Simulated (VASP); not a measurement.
KTaO3:

```
K Ta O
1.0
     3.99488    0.00000    0.00000
     0.00000    3.99488    0.00000
     0.00000    0.00000    3.99488
K Ta O
1 1 3
Direct
  0.00000 0.00000 0.00000
  0.50000 0.50000 0.50000
  0.50000 0.50000 0.00000
  0.50000 0.00000 0.50000
  0.00000 0.50000 0.50000
```

```yaml
Program: VASP 6.6.1
Task: relaxation of cell and atoms
Functional: LDA
Potentials_or_basis: VASP PAW LDA potentials, release 64 (K_sv, Ta_pv, O)
Cutoff: 600 eV
k_mesh: 8 × 8 × 8
Occupations: gaussian, width 0.02 eV
Spin: no spin polarisation
```

At the start: pressure -5.6 GPa; volume 12.75 Å³/atom.

Where does the relaxation end?

Over 6 steps the energy falls by 6.2 meV/atom and the volume is 12.41 Å³/atom (-2.7 %); space group Pm-3m (No. 221, to 0.1 Å) before and after.

Step by step:
```csv
step,energy change (eV),largest force (eV/Å),pressure (GPa),volume (Å³)
1,0.0000,0.0000,-5.60,63.75
2,0.0315,0.0000,8.98,59.73
3,-0.0308,0.0000,-0.06,62.05
4,-0.0308,0.0000,0.05,62.02
5,-0.0308,0.0000,-0.03,62.05
6,-0.0308,0.0000,-0.01,62.04
```

Final structure:
```yaml
crystal:
  lattice:
    - [3.95869, 0.00000, 0.00000]
    - [0.00000, 3.95869, 0.00000]
    - [0.00000, 0.00000, 3.95869]
  atoms:
    - { symbol: K, position: [0.00000, 0.00000, 0.00000] }
    - { symbol: Ta, position: [0.50000, 0.50000, 0.50000] }
    - { symbol: O, position: [0.50000, 0.50000, 0.00000] }
    - { symbol: O, position: [0.50000, 0.00000, 0.50000] }
    - { symbol: O, position: [0.00000, 0.50000, 0.50000] }
```
